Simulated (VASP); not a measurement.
The system is Pb.

```
CELL_PARAMETERS angstrom
3.03861 -1.75032 0.00000
3.03861 1.75032 0.00000
-2.11546 0.00000 6.09522
ATOMIC_POSITIONS crystal
Pb 0.09149 0.09149 0.27371
Pb 0.90851 0.90851 0.72629
```

Base run:

```yaml
Program: VASP 6.6.1
Functional: PBE
Potentials_or_basis: VASP PAW PBE potentials, release 64 (Pb_d)
Cutoff: 500 eV
k_mesh: 6 × 6 × 4
Occupations: tetrahedron
Spin: no spin polarisation
```

Its results: band gap on the k mesh zero (bands 14 and 15 overlap by 7.62 eV); pressure 1.9 GPa; largest force 0.034 eV/Å.

Question: The run is repeated on the same cell with these changes: occupations from tetrahedron to gaussian, width 0.1 eV; dispersion from none to D4. What comes out?

Answer: Band gap on the k mesh zero (bands 14 and 15 overlap by 7.61 eV); pressure -0.7 GPa; largest force 0.201 eV/Å.

Caveats: spin-orbit coupling is left out, which moves the levels of the heavy elements; tetrahedron occupations give inexact forces and stress in metals (at least some runs).
